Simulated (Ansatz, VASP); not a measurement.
One calculation of Sn5H, two programs

INCAR

```
SYSTEM = Sn5H
ALGO     = Normal         ! electronic algorithm
EDIFF    = 1E-6           ! SCF threshold, eV
EDIFFG   = -0.08          ! ionic threshold
ENCUT    = 600            ! plane-wave cutoff, eV
GGA      = PE             ! functional
IBRION   = 2              ! ionic algorithm
ISIF     = 3              ! what is computed and relaxed
ISMEAR   = 0              ! smearing method
LASPH    = .TRUE.         ! aspherical terms in the spheres
LCHARG   = .FALSE.        ! write CHGCAR
LREAL    = .FALSE.        ! projectors in reciprocal space
LWAVE    = .FALSE.        ! write WAVECAR
NELM     = 80             ! most SCF steps
NSW      = 36             ! ionic steps
PREC     = Accurate       ! precision mode
SIGMA    = 0.2            ! smearing width, eV
```

KPOINTS

```
k-points
0
G
  4 4 4
  0 0 0
```

Contents of POSCAR:

```
Sn5H
1.0
    0.0000000000      4.1521352400      4.1521352400
    4.1521352400      0.0000000000      4.1521352400
    4.1521352400      4.1521352400      0.0000000000
Sn H
5 1
Direct
    0.2500000000      0.2500000000      0.2500000000
    0.0910350800      0.0910350800      0.0910350800
    0.0910350800      0.0910350800      0.7268947500
    0.0910350800      0.7268947500      0.0910350800
    0.7268947500      0.0910350800      0.0910350800
    0.5000000000      0.5000000000      0.5000000000
```

Input for Ansatz:

```yaml
crystal:
  lattice:
    - [0.0, 4.15213524, 4.15213524]
    - [4.15213524, 0.0, 4.15213524]
    - [4.15213524, 4.15213524, 0.0]
  atoms:
    - { symbol: Sn, position: [0.25, 0.25, 0.25] }
    - { symbol: Sn, position: [0.09103508, 0.09103508, 0.09103508] }
    - { symbol: Sn, position: [0.09103508, 0.09103508, 0.72689475] }
    - { symbol: Sn, position: [0.09103508, 0.72689475, 0.09103508] }
    - { symbol: Sn, position: [0.72689475, 0.09103508, 0.09103508] }
    - { symbol: H, position: [0.5, 0.5, 0.5] }
basis:
  ecutwfc: 420
kpoints:
  mp_grid: { grid: [4, 4, 4] }
hamiltonian:
  xc: pbe
scf:
  occupations: { method: gaussian, width: 0.2 }
  lower_state_search: "off"
output:
  forces: true
  stress: true
  eigenvalues: true
relax:
  adjacent_minimum: "off"
  f_tol: 0.08
  max_steps: 16
  cell: { stress_tol: 0.8 }
```

Alike in both runs: task relaxation of cell and atoms; functional PBE; k mesh 4 × 4 × 4; occupations gaussian, width 0.2 eV; no spin polarisation.

```csv
,VASP,Ansatz
version,VASP 6.6.1,Ansatz 0.2.0
potentials or method,"VASP PAW PBE potentials, release 64 (Sn_d, H), cutoff 600 eV","scalar-relativistic, plane waves, PAW"
valence electrons in the cell,71,71
```

|  | VASP | Ansatz | Ansatz less VASP |
| --- | --- | --- | --- |
| gap on the k mesh at the Fermi level, each at its own relaxed structure (eV) | none | none | - |
| relaxed volume (Å³/atom) | 51.54 | 53.75 | +2.207 |
| relaxed cell length with the largest relative difference (Å) | 7.591 | 7.697 | +0.1068 |

A gap of «none» marks a metal or a gap that the smearing closes.

Noted on VASP's run: the volume moved by over 15 % at a fixed basis, so the end points are rough.
